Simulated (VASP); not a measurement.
Set up this calculation in VASP 6.6.1, as the native input.

```yaml
Task: single point
Functional: PBE
Potentials_or_basis: VASP PAW PBE potentials, release 64 (Cd, Te)
Cutoff: 520 eV
k_mesh: 4 × 4 × 6
Occupations: gaussian, width 0.02 eV
Spin: no spin polarisation
Dipole_correction: no
k_mesh_for_the_DOS: 6 × 6 × 9
Occupations_for_the_DOS: tetrahedron
Further_INCAR_settings: ALGO = Normal; EDIFF = 1e-07; NBANDS = 46
```

CdTe:

```
Cd Te
1.0
     8.07474    0.00000    0.00000
     0.00000    8.07474    0.00000
     0.00000    0.00000    4.69323
Cd Te
4 4
Direct
  0.67574 0.67574 0.00000
  0.17574 0.82426 0.50000
  0.82426 0.17574 0.50000
  0.32426 0.32426 0.00000
  0.81662 0.81662 0.50000
  0.18338 0.18338 0.50000
  0.68338 0.31662 0.00000
  0.31662 0.68338 0.00000
```

The input as run:

POSCAR

```
CdTe
1.0
    8.0747391000      0.0000000000      0.0000000000
    0.0000000000      8.0747391000      0.0000000000
    0.0000000000      0.0000000000      4.6932331000
Cd Te
4 4
Direct
    0.6757380000      0.6757380000      0.0000000000
    0.1757380000      0.8242620000      0.5000000000
    0.8242620000      0.1757380000      0.5000000000
    0.3242620000      0.3242620000      0.0000000000
    0.8166230000      0.8166230000      0.5000000000
    0.1833770000      0.1833770000      0.5000000000
    0.6833770000      0.3166230000      0.0000000000
    0.3166230000      0.6833770000      0.0000000000
```

INCAR.step1

```
PREC     = Accurate       # precision mode
ENCUT    = 520            # plane-wave cutoff, eV
EDIFF    = 1E-7           # SCF threshold, eV
ISMEAR   = 0              # smearing method
SIGMA    = 0.02           # smearing width, eV
LREAL    = False          # projectors in reciprocal space
LASPH    = True           # aspherical terms in the spheres
NELM     = 100            # most SCF steps
ALGO     = Normal         # electronic algorithm
ISIF     = 2              # what is computed and relaxed
LWAVE    = False          # write WAVECAR
LCHARG   = True           # write CHGCAR
GGA      = PE             # functional
NBANDS   = 46             # bands
```

KPOINTS.step1

```
Automatic mesh
0
Gamma
  4 4 6
```

INCAR.step2

```
PREC     = Accurate       # precision mode
ENCUT    = 520            # plane-wave cutoff, eV
EDIFF    = 1E-7           # SCF threshold, eV
ISMEAR   = -5             # smearing method
SIGMA    = 0.02           # smearing width, eV
LREAL    = False          # projectors in reciprocal space
LASPH    = True           # aspherical terms in the spheres
NELM     = 100            # most SCF steps
ALGO     = Normal         # electronic algorithm
ISIF     = 2              # what is computed and relaxed
LWAVE    = False          # write WAVECAR
LCHARG   = False          # write CHGCAR
GGA      = PE             # functional
LORBIT   = 11             # projections on sites
NBANDS   = 46             # bands
NEDOS    = 2001           # points of the DOS
ICHARG   = 11             # starting density
```

KPOINTS.step2

```
Automatic mesh
0
Gamma
  6 6 9
```

Potentials or basis: VASP PAW PBE potentials, release 64 (Cd, Te).

The run is started by

```console
$ cat potpaw_PBE.64/Cd/POTCAR potpaw_PBE.64/Te/POTCAR > POTCAR
$ cp INCAR.step1 INCAR
$ cp KPOINTS.step1 KPOINTS
$ mpirun -np 1 vasp_std > vasp.out
$ cp INCAR.step2 INCAR
$ cp KPOINTS.step2 KPOINTS
$ mpirun -np 1 vasp_std > vasp.out
```

Results of the run:

```
Valence electrons inside the program's atomic spheres : Cd 10.27; Te 3.40
```

It took 6 min on 1 thread of Intel(R) Xeon(R) 6975P-C (Granite Rapids) (shared host), peak memory 0.69 GiB.
